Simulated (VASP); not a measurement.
## HgTe: single point with HSE06

Crystal: HgTe.

```
Hg Te
1.0
     0.00000    3.41974    3.28916
     3.41974    0.00000    3.28916
     3.41974    3.41974    0.00000
Hg Te
1 1
Direct
  0.00000 0.00000 0.00000
  0.25000 0.25000 0.25000
```

This cell differs from its parent crystal: biaxial xy strain +4.0%.

```json
{
  "Program": "VASP 6.6.1",
  "Task": "single point",
  "Functional": "HSE06",
  "Potentials or basis": "VASP PAW PBE potentials, release 64 (Hg, Te)",
  "Cutoff": "520 eV",
  "k mesh": "4 × 4 × 4",
  "Occupations": "fermi-dirac, width 0.02 eV",
  "Spin": "no spin polarisation"
}
```

The pressure is -2.5 GPa. The band gap on the k mesh is 0.15 eV.

Stress tensor (GPa, compression positive):
```
-2.70  0.00  0.00
 0.00 -2.70  0.00
 0.00  0.00 -2.15
```

Levels at points of the mesh, in eV from the valence-band top:
| k point | band 5 | band 6 | band 7 | band 8 | band 9 | band 10 | band 11 | band 12 | band 13 | band 14 |
| --- | --- | --- | --- | --- | --- | --- | --- | --- | --- | --- |
| (0.00, 0.00, 0.00) | -7.38 | -7.36 | -0.41 | 0.00 | 0.00 | 0.15 | 5.25 | 5.25 | 5.25 | 7.41 |
| (0.50, 0.00, 0.00) | -7.35 | -7.10 | -4.97 | -0.85 | -0.69 | 1.37 | 5.88 | 6.08 | 7.63 | 8.65 |
| (0.50, 0.50, 0.00) | -7.33 | -6.95 | -4.94 | -1.96 | -1.96 | 2.45 | 3.37 | 8.93 | 9.48 | 9.48 |
| (0.50, 0.00, 0.50) | -7.33 | -7.00 | -5.11 | -1.85 | -1.76 | 2.72 | 3.49 | 8.70 | 9.35 | 9.55 |

Wall time 35 min on 1 thread of AMD EPYC 7R43 64-Core Processor (Zen 3), on a shared host, peak memory 0.29 GiB.

Caveat: the cell differs from its parent crystal (biaxial xy strain +4.0%); the PAW data sets were made with another functional, which shifts forces and pressure a little; spin-orbit coupling is left out, which moves the levels of the heavy elements.
